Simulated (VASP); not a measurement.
A run of VASP 6.6.1:

The input INCAR:

```
PREC = Accurate
ENCUT = 520
EDIFF = 1E-6
ISMEAR = -1
SIGMA = 0.08
LREAL = False
LASPH = True
NELM = 80
ALGO = Normal
ISIF = 2
LWAVE = False
LCHARG = True
GGA = PS
LELF = True
LVHAR = True
NBANDS = 12
```

KPOINTS

```
regular mesh
0
Gamma
  17 17 17
```

File POSCAR:

```
Ta
1.0
   -1.6730098603      1.6730098603      1.6730098603
    1.6730098603     -1.6730098603      1.6730098603
    1.6730098603      1.6730098603     -1.6730098603
Ta
1
Direct
    0.0000000000      0.0000000000      0.0000000000
```

Potentials or basis: VASP PAW PBE potentials, release 64 (Ta_pv).

Run with:

```console
$ cat potpaw_PBE.64/Ta_pv/POTCAR > POTCAR
$ mpirun -np 1 vasp_std > vasp.out
```

Hardware: 1 thread of Intel Xeon 8259CL (shared host).

Question: Estimate the wall time of this run.

Answer: Wall time 44 s on 1 thread of Intel Xeon 8259CL, with other jobs on the host, peak memory 0.17 GiB. Counts: scf iterations 11, k points 165.
